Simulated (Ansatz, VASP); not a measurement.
# One calculation of RbBr, two programs

File INCAR:

```
PREC = Accurate
ENCUT = 500
EDIFF = 1E-6
ISMEAR = -1
SIGMA = 0.03
LREAL = F
LASPH = T
NELM = 120
ALGO = Normal
ISIF = 2
LWAVE = F
LCHARG = F
GGA = PS
ISYM = 0
NBANDS = 15
GGA_COMPAT = F
```

File KPOINTS:

```
regular mesh
0
Gamma
  7 7 7
```

The input POSCAR:

```
RbBr
1.0
    3.8303108645      0.0000000000      0.0000000000
    0.0000000000      3.8303108645      0.0000000000
    0.0000000000      0.0000000000      3.8303108645
Rb Br
1 1
Direct
    0.0000000000      0.0000000000      0.0000000000
    0.5000000000      0.5000000000      0.5000000000
```

Input for Ansatz:

```yaml
crystal:
  lattice:
    - [3.8303108645, 0.0, 0.0]
    - [0.0, 3.8303108645, 0.0]
    - [0.0, 0.0, 3.8303108645]
  atoms:
    - { symbol: Rb, position: [0.0, 0.0, 0.0] }
    - { symbol: Br, position: [0.5, 0.5, 0.5] }
  symmetry: { detect: false }
kpoints:
  mp_grid: { grid: [7, 7, 7] }
  band_path:
    path:
      - [0.0, 0.0, 0.0]
      - [0.0, 0.5, 0.0]
      - [0.5, 0.5, 0.0]
      - [0.0, 0.0, 0.0]
      - [0.5, 0.5, 0.5]
      - [0.0, 0.5, 0.0]
      - [0.5, 0.5, 0.5]
      - [0.5, 0.5, 0.0]
    npoints: 6
scf:
  occupations: { method: fermi_dirac, width: 0.03 }
  algorithm: direct_min
hamiltonian:
  xc: pbesol
  pseudopotentials: { kind: all_electron, lapw: { basis_error: 0.001 } }
output:
  forces: true
  stress: true
  eigenvalues: true
  populations: true
```

Alike in both runs: task single point; functional PBEsol; k mesh 7 × 7 × 7; occupations fermi-dirac, width 0.03 eV; no spin polarisation.

|  | VASP | Ansatz |
| --- | --- | --- |
| version | VASP 6.6.1 | Ansatz 0.2.0 |
| potentials or method | VASP PAW PBE potentials, release 64 (Rb_sv, Br), cutoff 500 eV | all-electron LAPW, scalar-relativistic |

VASP gave:

- gap on the k mesh at the Fermi level (eV): 4.84
- pressure (GPa): 5.1

Q: Which values does Ansatz return?

A: gap on the k mesh at the Fermi level (eV): 4.85; pressure (GPa): 5.0.

VASP's potentials were made for PBE, not for PBEsol. Ansatz ran all-electron here, and VASP with PAW potentials.
